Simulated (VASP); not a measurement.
In: single point with PBE

The system is In.

```
CELL_PARAMETERS angstrom
-1.59324 1.59324 2.42388
1.59324 -1.59324 2.42388
1.59324 1.59324 -2.42388
ATOMIC_POSITIONS crystal
In 0.00000 0.00000 0.00000
```

* Program: VASP 6.6.1
* Task: single point
* Functional: PBE
* Potentials or basis: VASP PAW PBE potentials, release 64 (In_d)
* Cutoff: 520 eV
* k mesh: 12 × 12 × 14
* Occupations: fermi-dirac, width 0.05 eV
* Spin: no spin polarisation
* Dipole correction: no
* Further INCAR settings: ALGO = Normal; EDIFF = 1e-06; NBANDS = 12; ISYM = 0

```json
{"Pressure": "5.2 GPa", "Band gap on the k mesh": "zero (an odd number of electrons rules out a gap without spin polarisation)"}
```

Stress tensor (GPa, compression positive):
```
 5.13 -0.38  0.24
-0.38  5.13  0.24
 0.24  0.24  5.46
```

Levels at points of the mesh, in eV from the Fermi level:
| k point | band 4 | band 5 | band 6 | band 7 | band 8 | band 9 |
| --- | --- | --- | --- | --- | --- | --- |
| (0.00, 0.00, 0.00) | -14.58 | -14.46 | -9.99 | 11.09 | 11.09 | 11.29 |
| (0.50, 0.00, 0.00) | -14.36 | -14.31 | -4.34 | -3.66 | 7.89 | 9.62 |
| (0.00, 0.50, 0.00) | -14.36 | -14.31 | -4.34 | -3.66 | 7.89 | 9.62 |
| (0.50, 0.50, 0.00) | -14.33 | -14.23 | -2.15 | -1.50 | 3.64 | 4.06 |
| (0.00, 0.00, 0.50) | -14.33 | -14.23 | -2.16 | -1.50 | 3.64 | 4.06 |
| (0.50, 0.00, 0.50) | -14.36 | -14.31 | -4.34 | -3.66 | 7.89 | 9.62 |
| (0.00, 0.50, 0.50) | -14.36 | -14.31 | -4.34 | -3.66 | 7.89 | 9.62 |
| (0.50, 0.50, 0.50) | -14.30 | -14.30 | -2.91 | -2.86 | 4.88 | 4.88 |

It took 4 min on 1 thread of Intel Xeon 8259CL (shared host), peak memory 0.4 GiB.

Caveat: the cell stands under pressure; spin-orbit coupling is left out, which moves the levels of the heavy elements.
